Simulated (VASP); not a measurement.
PbS:

```
Pb S
1.0
     0.00000    2.91547    2.91547
     2.91547    0.00000    2.91547
     2.91547    2.91547    0.00000
Pb S
1 1
Cartesian
  0.0000 0.0000 0.0000
  2.9155 2.9155 2.9155
```

```yaml
Program: VASP 6.6.1
Task: relaxation of cell and atoms
Functional: r2SCAN
Potentials_or_basis: VASP PAW PBE potentials, release 64 (Pb_d, S)
Cutoff: 690 eV
k_mesh: 8 × 8 × 8
Occupations: gaussian, width 0.03 eV
Spin: no spin polarisation
```

At the start: pressure 5.0 GPa; volume 24.78 Å³/atom.

Question: How do energy, volume and symmetry change on relaxing?

Answer: Over 5 steps the energy falls by 27.7 meV/atom and the volume is 26.67 Å³/atom (+7.6 %); space group Fm-3m (No. 225, to 0.1 Å) before and after.

The path:
| step | energy change (eV) | largest force (eV/Å) | pressure (GPa) | volume (Å³) |
| --- | --- | --- | --- | --- |
| 1 | 0.0000 | 0.0000 | 4.98 | 49.56 |
| 2 | -0.0430 | 0.0000 | -1.93 | 55.30 |
| 3 | -0.0551 | 0.0000 | 0.01 | 53.34 |
| 4 | -0.0554 | 0.0000 | 0.00 | 53.34 |
| 5 | -0.0554 | 0.0000 | 0.00 | 53.34 |

Final structure:
```xyz
2
Lattice="0.0000 2.9877 2.9877 2.9877 0.0000 2.9877 2.9877 2.9877 0.0000" Properties=species:S:1:pos:R:3 pbc="T T T"
Pb    0.0000    0.0000    0.0000
S     2.9877    2.9877    2.9877
```

Caveat: the PAW data sets were made with another functional, which shifts forces and pressure a little.
